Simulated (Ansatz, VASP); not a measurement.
# Cu in VASP and in Ansatz

```xyz
1
Lattice="2.3907 0.0000 0.0000 0.0000 2.3907 0.0000 0.0000 0.0000 2.3907" Properties=species:S:1:pos:R:3 pbc="T T T"
Cu    0.0000    0.0000    0.0000
```

Alike in both runs: task single point; functional PBEsol; k mesh 15 × 15 × 15; occupations fermi-dirac, width 0.1 eV; no spin polarisation.

```csv
,VASP,Ansatz
version,VASP 6.6.1,Ansatz 0.2.0
potentials or method,"VASP PAW PBE potentials, release 64 (Cu), cutoff 520 eV","plane waves (420 eV) with PAW, scalar-relativistic"
valence electrons in the cell,11,19
```

VASP gave:

```
pressure (GPa) : -3.4
```

**Question.** Which values does Ansatz return?

**Answer.** Pressure (GPa): -4.4.

VASP's potentials were made for PBE, not for PBEsol, and Ansatz warns of the same on its side. VASP's potentials hold 11 valence electrons a cell and Ansatz's 19, so a difference there can come from the potentials and not from the codes.
